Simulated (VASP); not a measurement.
Set up this calculation in VASP 6.6.1, as the native input.

- Task: single point
- Functional: PBE
- Potentials or basis: VASP PAW PBE potentials, release 64 (Ga_d, As)
- Cutoff: 520 eV
- k mesh: 8 × 8 × 8
- Occupations: fermi-dirac, width 0.02 eV
- Spin: no spin polarisation
- Dipole correction: no
- Further INCAR settings: ALGO = Normal; EDIFF = 1e-06; NBANDS = 16

The structure of GaAs lies in POSCAR:

```
GaAs
1.0
    0.0000000000      2.8897467974      2.8897467974
    2.8897467974      0.0000000000      2.8897467974
    2.8897467974      2.8897467974      0.0000000000
Ga As
1 1
Direct
    0.0000000000      0.0000000000      0.0000000000
    0.2500000000      0.2500000000      0.2500000000
```

This cell differs from its parent crystal: strain +2.0%.

The input as run:

INCAR

```
  PREC = Accurate
  ENCUT = 520
  EDIFF = 1E-6
  ISMEAR = -1
  SIGMA = 0.02
  LREAL = F
  LASPH = T
  NELM = 60
  ALGO = Normal
  ISIF = 2
  LWAVE = F
  LCHARG = F
  GGA = PE
  NBANDS = 16
```

KPOINTS

```
regular mesh
0
Gamma
  8 8 8
```

Potentials or basis: VASP PAW PBE potentials, release 64 (Ga_d, As).

The run is started by

```bash
$ cat potpaw_PBE.64/Ga_d/POTCAR potpaw_PBE.64/As/POTCAR > POTCAR
$ mpirun -np 1 vasp_std > vasp.out
```

Results of the run:

```
Pressure               : -0.9 GPa
Band gap on the k mesh : 0.03 eV
```

Caveat: the cell differs from its parent crystal (strain +2.0%).

It took 35 s on 1 thread of Intel(R) Xeon(R) Platinum 8175M CPU @ 2.50GHz (Skylake/Cascade Lake), on a shared host, peak memory 0.17 GiB.
